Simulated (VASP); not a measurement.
Set up this calculation in VASP 6.6.1, as the native input.

| Item | Value |
| --- | --- |
| Task | single point |
| Functional | PBEsol |
| Potentials or basis | VASP PAW PBE potentials, release 64 (Ti_sv, N) |
| Cutoff | 520 eV |
| k mesh | 20 × 20 × 20 |
| Occupations | gaussian, width 0.15 eV |
| Spin | collinear spin |
| Starting moments | [0.25, 0.0] μB |
| Fixed moment | 0.25 μB |
| Dipole correction | no |
| Further INCAR settings | ALGO = Normal; EDIFF = 1e-07; NBANDS = 20 |

The structure of TiN lies in POSCAR:

```
TiN
1.0
    0.0000000000      2.0735146868      2.0735146868
    2.0735146868      0.0000000000      2.0735146868
    2.0735146868      2.0735146868      0.0000000000
Ti N
1 1
Direct
    0.0000000000      0.0000000000      0.0000000000
    0.5000000000      0.5000000000      0.5000000000
```

These files were run (other wordings do the same):

INCAR

```
SYSTEM = TiN
PREC = Accurate
ENCUT = 520
EDIFF = 1E-7
ISMEAR = 0
SIGMA = 0.15
LREAL = .False.
LASPH = .True.
NELM = 150
ALGO = Normal
ISIF = 2
LWAVE = .False.
LCHARG = .False.
ISPIN = 2
MAGMOM = 0.25 0
LORBIT = 11
NUPDOWN = 0.25
LMAXMIX = 4
GGA = PS
NBANDS = 20
```

KPOINTS

```
Automatic mesh
0
Gamma
  20 20 20
  0 0 0
```

Potentials or basis: VASP PAW PBE potentials, release 64 (Ti_sv, N).

Run with:

```bash
$ cat potpaw_PBE.64/Ti_sv/POTCAR potpaw_PBE.64/N/POTCAR > POTCAR
$ mpirun -np 1 vasp_std > vasp.out
```

It gave:

```
Pressure                                              : 14.5 GPa
Net moment                                            : 0.25 μB per cell
Site moments                                          : Ti +0.19; N +0.01 μB
Valence electrons inside the program's atomic spheres : Ti 10.54; N 3.78
```

Caveat: the cell stands under pressure; the PAW data sets were made with another functional, which shifts forces and pressure a little; the total moment is fixed, so each spin has its own Fermi level and the state may be an excited one.

It took 4.4 min on 1 thread of Intel Xeon 8259CL, with other jobs on the host, peak memory 0.27 GiB.
